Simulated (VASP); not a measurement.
# BaTiO3 in VASP: further runs

Runs on BaTiO3. Level: PBE. Tasks: electric field gradients.

Program: VASP 6.6.1. These are calculated values, not measurements. Logs are shortened: lines on timing, memory, paths and dates and some standing lists are left out, and cuts for length are marked.

## Step 1: The cell of the first run

The structure is monoclinic, space group C2/m (No. 12). The conventional cell has a = 5.628 Å, b = 5.685 Å, c = 4.018 Å, α = 90.00°, β = 90.81°, γ = 90.00°. Ba (site symmetry 2/m) has 12 O at 2.81 to 2.85 Å and 8 Ti at 3.43 to 3.48 Å within 3.7 Å. Ti (site symmetry 2/m) has 6 O at 2.00 to 2.01 Å within 2.6 Å. O (site symmetry 2/m) has 2 Ti at 2.01 Å within 2.7 Å. O (site symmetry -1) has 2 Ti at 2.00 Å within 2.6 Å.

## Step 2: Electric field gradients, PBE (equal xy, yz and zx shear strains of -1 %)

INCAR reads:

```
SYSTEM = BaTiO3
  PREC = Accurate
  ENCUT = 520
  EDIFF = 1E-8
  ISMEAR = -1
  SIGMA = 0.03
  LREAL = .FALSE.
  LASPH = .TRUE.
  NELM = 100
  ALGO = Normal
  ISIF = 2
  LWAVE = .FALSE.
  LCHARG = .FALSE.
  GGA = PE
  LEFG = .TRUE.
  NBANDS = 28
```

KPOINTS reads:

```
regular mesh
0
G
  7 7 7
  0 0 0
```

POSCAR reads:

```
BaTiO3
1.0
    3.9998000000     -0.0199990000     -0.0199990000
   -0.0199990000      3.9998000000     -0.0199990000
   -0.0200900000     -0.0200900000      4.0180000000
Ba Ti O
1 1 3
Direct
    0.0000000000      0.0000000000      0.0000000000
    0.5000000000      0.5000000000      0.5000000000
    0.5000000000      0.5000000000      0.0000000000
    0.5000000000      0.0000000000      0.5000000000
    0.0000000000      0.5000000000      0.5000000000
```

Potentials or basis: VASP PAW PBE potentials, release 64 (Ba_sv, Ti_sv, O).

The run is started by

```
$ cat potpaw_PBE.64/Ba_sv/POTCAR potpaw_PBE.64/Ti_sv/POTCAR potpaw_PBE.64/O/POTCAR > POTCAR
$ mpirun -np 1 vasp_std > vasp.out
```

OUTCAR:

```text
SYSTEM = BaTiO3
   PREC = Accurate
   ENCUT = 520
   EDIFF = 1E-8
   ISMEAR = -1
   LREAL = .FALSE.
   LASPH = .TRUE.
   NELM = 100
   ISIF = 2
   GGA = PE

 ion  position               nearest neighbor table
   1  0.000  0.000  0.000-   3 2.81   3 2.81   5 2.82   5 2.82   4 2.82   4 2.82   3 2.84   3 2.84
                             4 2.85   4 2.85   5 2.85   5 2.85   2 3.43   2 3.43   2 3.48   2 3.48
   2  0.500  0.500  0.500-   4 2.00   5 2.00   4 2.00   5 2.00   3 2.01   3 2.01   1 3.43   1 3.43
                             1 3.48   1 3.48   1 3.48   1 3.48   1 3.48   1 3.48
   3  0.500  0.500  0.000-   2 2.01   2 2.01   1 2.81   1 2.81   1 2.84   1 2.84
   4  0.500  0.000  0.500-   2 2.00   2 2.00   1 2.82   1 2.82   1 2.85   1 2.85
   5  0.000  0.500  0.500-   2 2.00   2 2.00   1 2.82   1 2.82   1 2.85   1 2.85

  LATTYP: Found a base centered monoclinic cell.
 ALAT       =     5.6284306729
 B/A-ratio  =     1.0100247465
 C/A-ratio  =     1.2204107297
 COS(beta)  =    -0.8111032934

  Lattice vectors:

 A1 = (  -3.9998000000,   0.0199990000,   0.0199990000)
 A2 = (   0.0199990000,  -3.9998000000,   0.0199990000)
 A3 = (   3.9597110000,   3.9597110000,   3.9780020000)

Analysis of symmetry for initial positions (statically):
=====================================================================
 Subroutine PRICEL returns:
 Original cell was already a primitive cell.

 Routine SETGRP: Setting up the symmetry group for a
 base centered monoclinic supercell.

 Subroutine GETGRP returns: Found  4 space group operations
 (whereof  4 operations were pure point group operations)
 out of a pool of  4 trial point group operations.

The static configuration has the point symmetry C_2h.

Analysis of symmetry for dynamics (positions and initial velocities):
=====================================================================
 Subroutine PRICEL returns:
 Original cell was already a primitive cell.

 Routine SETGRP: Setting up the symmetry group for a
 base centered monoclinic supercell.

 Subroutine GETGRP returns: Found  4 space group operations
 (whereof  4 operations were pure point group operations)
 out of a pool of  4 trial point group operations.

The dynamic configuration has the point symmetry C_2h.

 Subroutine INISYM returns: Found  4 space group operations
 (whereof  4 operations are pure point group operations),
 and found     1 'primitive' translations
[... 153 lines left out ...]
 fundamental gap:      1.7500328385
 Fermi energy:         4.4960039613

 k-point     1 :       0.0000    0.0000    0.0000
  band No.  band energies     occupation
      1     -52.8333      2.00000
      2     -29.0520      2.00000
      3     -29.0391      2.00000
      4     -29.0380      2.00000
      5     -21.0041      2.00000
      6     -13.0730      2.00000
[... 733 lines left out ...]
     27       9.9461      0.00000
     28      11.8031      0.00000

 [... further k-points ...]

------------------------ aborting loop because EDIFF is reached ----------------------------------------

  FORCE on cell =-STRESS in cart. coord.  units (eV):
  Direction    XX          YY          ZZ          XY          YZ          ZX
  --------------------------------------------------------------------------------------
  -------------------------------------------------------------------------------------
  Total        1.5117900      1.5117900      1.1601704      0.5051810      0.5032979      0.5032979
  in kB       37.6832407     37.6832407     28.9186865     12.5922621     12.5453243     12.5453250
  external PRESSURE =      34.7617227 kB  Pullay stress =       0.0000000 kB

 VOLUME and BASIS-vectors are now :
 -----------------------------------------------------------------------------
  energy-cutoff  :      520.00
  volume of cell :       64.28
      direct lattice vectors                 reciprocal lattice vectors
     3.999800000 -0.019999000 -0.019999000     0.250025065  0.001256407  0.001256407
    -0.019999000  3.999800000 -0.019999000     0.001256407  0.250025065  0.001256407
    -0.020090000 -0.020090000  4.018000000     0.001250716  0.001250716  0.248892547

 POSITION                                       TOTAL-FORCE (eV/Angst)
 -----------------------------------------------------------------------------------
      0.00000      0.00000      0.00000         0.000000      0.000000      0.000000
      1.97986      1.97986      1.98900         0.000000     -0.000000      0.000000
      1.98990      1.98990     -0.02000        -0.000000      0.000000      0.000000
      1.98985     -0.02004      1.99900         0.000000      0.000000      0.000000
     -0.02004      1.98985      1.99900         0.000000      0.000000     -0.000000
 -----------------------------------------------------------------------------------
    total drift:                                0.000000      0.000000     -0.000000

  FREE ENERGIE OF THE ION-ELECTRON SYSTEM (eV)
  ---------------------------------------------------
  free  energy   TOTEN  =       -39.9622969163 eV

  energy  without entropy=      -39.9622969163  energy(sigma->0) =      -39.96229692

 Electric field gradients (V/A^2)
---------------------------------------------------------------------
 ion       V_xx      V_yy      V_zz      V_xy      V_xz      V_yz
---------------------------------------------------------------------
   1      -0.383    -0.383     0.765    -6.446    -6.221    -6.221
   2      -1.965    -1.965     3.930     1.854     1.840     1.840
   3     -13.246   -13.246    26.493     0.084    -1.388    -1.388
   4     -12.948    24.373   -11.426    -1.362     0.130    -1.351
   5      24.373   -12.948   -11.426    -1.362    -1.351     0.130
---------------------------------------------------------------------

 Electric field gradients after diagonalization (V/A^2)
 (convention: |V_zz| > |V_xx| > |V_yy|)
----------------------------------------------------------------------
 ion       V_xx      V_yy      V_zz     asymmetry (V_yy - V_xx)/ V_zz
----------------------------------------------------------------------
   1       6.550     6.063   -12.614       0.039
   2      -3.819    -1.385     5.204       0.468
   3     -13.330   -13.260    26.589       0.003
   4     -13.001   -11.473    24.474       0.062
   5     -13.001   -11.473    24.474       0.062
----------------------------------------------------------------------

           NMR quadrupolar parameters

 Cq : quadrupolar parameter    Cq=e*Q*V_zz/h
 eta: asymmetry parameters     (V_yy - V_xx)/ V_zz
 Q  : nuclear electric quadrupole moment in mb (millibarn)
----------------------------------------------------------------------
 ion       Cq(MHz)       eta       Q (mb)
----------------------------------------------------------------------
   1      -0.030       0.039       1.000
   2       0.013       0.468       1.000
   3       0.064       0.003       1.000
   4       0.059       0.062       1.000
   5       0.059       0.062       1.000
----------------------------------------------------------------------
```

OSZICAR:

```text
N       E                     dE             d eps       ncg     rms          rms(c)
DAV:   1     0.437894410739E+03    0.43789E+03   -0.20894E+04  5600   0.155E+03
DAV:   2    -0.431358033257E+01   -0.44221E+03   -0.42064E+03  6436   0.430E+02
DAV:   3    -0.488221129038E+02   -0.44509E+02   -0.44098E+02  7800   0.134E+02
[... 12 lines left out ...]
DAV:  16    -0.399622968989E+02    0.13874E-05   -0.20041E-06  6828   0.143E-02    0.185E-03
DAV:  17    -0.399622969184E+02   -0.19467E-07   -0.12060E-07  7604   0.270E-03    0.695E-04
DAV:  18    -0.399622969306E+02   -0.12270E-07   -0.12603E-08  4484   0.889E-04    0.428E-04
DAV:  19    -0.399622969205E+02    0.10109E-07   -0.11883E-08  4616   0.993E-04    0.141E-04
DAV:  20    -0.399622969163E+02    0.41900E-08   -0.22433E-09  3616   0.386E-04
   1 F= -.39962297E+02 E0= -.39962297E+02  d E =-.158077E-11
```

Wall time 4.7 min (1 thread of Intel Xeon 8259CL, shared host); peak memory 0.3 GiB.

What came out:

* Free energy: -39.9623 eV
* Pressure: 3.5 GPa
* Band gap on the k mesh: 1.75 eV (least direct gap 1.79 eV)
* Largest electric field gradient by atom: Ba -12.6; Ti +5.2; O +26.6, +24.5 (each value once) V/Å²

Levels at points of the mesh, in eV from the valence-band top:
| k point | band 16 | band 17 | band 18 | band 19 | band 20 | band 21 | band 22 | band 23 | band 24 | band 25 |
| --- | --- | --- | --- | --- | --- | --- | --- | --- | --- | --- |
| (0.00, 0.00, 0.00) | -1.03 | -1.02 | -0.13 | -0.13 | -0.04 | 1.75 | 1.80 | 1.81 | 3.91 | 3.95 |

Electric field gradients, principal values (V/Å²):
```tsv
atom	least	middle	greatest (by size)
1 Ba	6.063	6.550	-12.614
2 Ti	-1.385	-3.819	5.204
3 O	-13.260	-13.330	26.589
4 O	-11.473	-13.001	24.474
5 O	-11.473	-13.001	24.474
```

Caveat: the cell differs from its parent crystal (equal xy, yz and zx shear strains of -1 %); the cell stands under pressure; without QUAD_EFG the Cq values of the log hold for a quadrupole moment of 1 mb, not for the nuclei; spin-orbit coupling is left out, which moves the levels of the heavy elements; an odd mesh through Γ misses points on the zone boundary, where band edges can lie.

## Step 3: Electric field gradients, PBE (equal xy, yz and zx shear strains of +2 %)

INCAR reads:

```
SYSTEM = BaTiO3
PREC = Accurate ; ENCUT = 520
EDIFF = 1E-8 ; ISMEAR = -1
SIGMA = 0.03 ; LREAL = .False.
LASPH = .True. ; NELM = 80
ALGO = Normal ; ISIF = 2
LWAVE = .False. ; LCHARG = .False.
GGA = PE ; LEFG = .True.
NBANDS = 28
```

KPOINTS reads:

```
Automatic mesh
0
Gamma
  7 7 7
  0 0 0
```

POSCAR: that of step 2 with these lines changed.

```diff
@@ -2,5 +2,5 @@
 1.0
-    3.9998000000     -0.0199990000     -0.0199990000
-   -0.0199990000      3.9998000000     -0.0199990000
-   -0.0200900000     -0.0200900000      4.0180000000
+    3.9998000000      0.0399980000      0.0399980000
+    0.0399980000      3.9998000000      0.0399980000
+    0.0401800000      0.0401800000      4.0180000000
 Ba Ti O
```

Potentials or basis: VASP PAW PBE potentials, release 64 (Ba_sv, Ti_sv, O).

The run is started by

```
$ cat potpaw_PBE.64/Ba_sv/POTCAR potpaw_PBE.64/Ti_sv/POTCAR potpaw_PBE.64/O/POTCAR > POTCAR
$ mpirun -np 1 vasp_std > vasp.out
```

OUTCAR:

```text
SYSTEM = BaTiO3
   PREC = Accurate
   ENCUT = 520
   EDIFF = 1E-8
   ISMEAR = -1
   LREAL = .False.
   LASPH = .True.
   NELM = 80
   ISIF = 2
   GGA = PE

 ion  position               nearest neighbor table
   1  0.000  0.000  0.000-   3 2.80   3 2.80   4 2.81   5 2.81   5 2.81   4 2.81   3 2.86   3 2.86
                             4 2.86   5 2.86   4 2.86   5 2.86   2 3.45   2 3.45   2 3.45   2 3.45
   2  0.500  0.500  0.500-   4 2.00   5 2.00   4 2.00   5 2.00   3 2.01   3 2.01   1 3.45   1 3.45
                             1 3.45   1 3.45   1 3.45   1 3.45   1 3.54   1 3.54
   3  0.500  0.500  0.000-   2 2.01   2 2.01   1 2.80   1 2.80   1 2.86   1 2.86
   4  0.500  0.000  0.500-   2 2.00   2 2.00   1 2.81   1 2.81   1 2.86   1 2.86
   5  0.000  0.500  0.500-   2 2.00   2 2.00   1 2.81   1 2.81   1 2.86   1 2.86

  LATTYP: Found a base centered monoclinic cell.
[... 986 lines left out ...]
   4     -12.963    24.410   -11.447     2.795    -0.164     2.769
   5      24.410   -12.963   -11.447     2.795     2.769    -0.164
---------------------------------------------------------------------

 Electric field gradients after diagonalization (V/A^2)
 (convention: |V_zz| > |V_xx| > |V_yy|)
----------------------------------------------------------------------
 ion       V_xx      V_yy      V_zz     asymmetry (V_yy - V_xx)/ V_zz
----------------------------------------------------------------------
   1     -14.416   -13.060    27.476       0.049
   2       6.172     1.702    -7.874       0.568
   3     -13.735   -13.190    26.925       0.020
   4     -13.256   -11.570    24.826       0.068
   5     -13.256   -11.570    24.826       0.068
----------------------------------------------------------------------

           NMR quadrupolar parameters

 Cq : quadrupolar parameter    Cq=e*Q*V_zz/h
 eta: asymmetry parameters     (V_yy - V_xx)/ V_zz
 Q  : nuclear electric quadrupole moment in mb (millibarn)
----------------------------------------------------------------------
 ion       Cq(MHz)       eta       Q (mb)
----------------------------------------------------------------------
   1       0.066       0.049       1.000
   2      -0.019       0.568       1.000
   3       0.065       0.020       1.000
   4       0.060       0.068       1.000
   5       0.060       0.068       1.000
----------------------------------------------------------------------
```

OSZICAR:

```text
N       E                     dE             d eps       ncg     rms          rms(c)
DAV:   1     0.436167210670E+03    0.43617E+03   -0.20877E+04  5600   0.155E+03
DAV:   2    -0.301584026243E+01   -0.43918E+03   -0.41838E+03  6332   0.429E+02
DAV:   3    -0.487289984860E+02   -0.45713E+02   -0.45245E+02  7796   0.135E+02
DAV:   4    -0.509021625840E+02   -0.21732E+01   -0.21682E+01  8416   0.253E+01
[... 11 lines left out ...]
DAV:  16    -0.399398052987E+02    0.24616E-06   -0.27703E-07  7808   0.359E-03    0.106E-03
DAV:  17    -0.399398053931E+02   -0.94392E-07   -0.22641E-07  7780   0.428E-03    0.153E-03
DAV:  18    -0.399398053716E+02    0.21538E-07   -0.69190E-08  6016   0.263E-03    0.562E-04
DAV:  19    -0.399398053614E+02    0.10133E-07   -0.18243E-08  5288   0.113E-03    0.602E-05
DAV:  20    -0.399398053573E+02    0.40964E-08   -0.34695E-09  3624   0.375E-04
   1 F= -.39939805E+02 E0= -.39939805E+02  d E =-.161301E-11
```

stdout:

```text
POSCAR found type information on POSCAR BaTiO
 POSCAR found :  3 types and       5 ions
 scaLAPACK will be used
 LDA part: xc-table for (Slater+PW92), standard interpolation
 POSCAR, INCAR and KPOINTS ok, starting setup
 FFT: planning ... GRIDC
 FFT: planning ... GRID_SOFT
 FFT: planning ... GRID
 WAVECAR not read
 entering main loop
ion   1

ion   2

ion   3

ion   4
     0.0000293    -0.8141535    -0.8059106     1.8305823    -0.0179800     3.6480481
     0.0000403    -0.8141535    -0.8059106     1.8305822    -0.0179800     3.6480481
     0.0000555    -0.8141534    -0.8059106     1.8305822    -0.0179800     3.6480480
     0.0000765    -0.8141534    -0.8059106     1.8305821    -0.0179800     3.6480479

     0.0000293    -2.5408953    -2.5164498     7.6255114     0.0382209    14.6054441
     0.0000403    -2.5408948    -2.5164494     7.6255099     0.0382209    14.6054413
     0.0000555    -2.5408941    -2.5164487     7.6255074     0.0382209    14.6054366
     0.0000765    -2.5408928    -2.5164474     7.6255032     0.0382209    14.6054286

ion   5
     0.0000293    -0.8141535    -0.0179800     1.8305823    -0.8059106    -3.6480481
     0.0000403    -0.8141535    -0.0179800     1.8305822    -0.8059106    -3.6480481
     0.0000555    -0.8141534    -0.0179800     1.8305822    -0.8059106    -3.6480480
     0.0000765    -0.8141534    -0.0179800     1.8305821    -0.8059106    -3.6480479

     0.0000293    -2.5408953     0.0382209     7.6255114    -2.5164498   -14.6054441
     0.0000403    -2.5408948     0.0382209     7.6255099    -2.5164494   -14.6054413
     0.0000555    -2.5408941     0.0382209     7.6255074    -2.5164487   -14.6054366
     0.0000765    -2.5408928     0.0382209     7.6255032    -2.5164474   -14.6054286
```

Wall time 4.5 min (1 thread of Intel Xeon 8259CL, shared host); peak memory 0.3 GiB.

Results:

```
Free energy                             : -39.9398 eV
Pressure                                : 3.6 GPa
Band gap on the k mesh                  : 1.74 eV (least direct gap 1.78 eV)
Largest electric field gradient by atom : Ba +27.5; Ti -7.9; O +26.9, +24.8 (each value once) V/Å²
```

Stress tensor (GPa, compression positive):
```
 3.86 -2.49 -2.48
-2.49  3.86 -2.48
-2.48 -2.48  2.98
```

Electric field gradients, principal values (V/Å²):
```
atom    least   middle  greatest (by size)
1 Ba  -13.060  -14.416              27.476
2 Ti    1.702    6.172              -7.874
 3 O  -13.190  -13.735              26.925
 4 O  -11.570  -13.256              24.826
 5 O  -11.570  -13.256              24.826
```

Caveat: the cell differs from its parent crystal (equal xy, yz and zx shear strains of +2 %); the cell stands under pressure; without QUAD_EFG the Cq values of the log hold for a quadrupole moment of 1 mb, not for the nuclei; spin-orbit coupling is left out, which moves the levels of the heavy elements; an odd mesh through Γ misses points on the zone boundary, where band edges can lie.

(Part 1 of 2 ends here.)
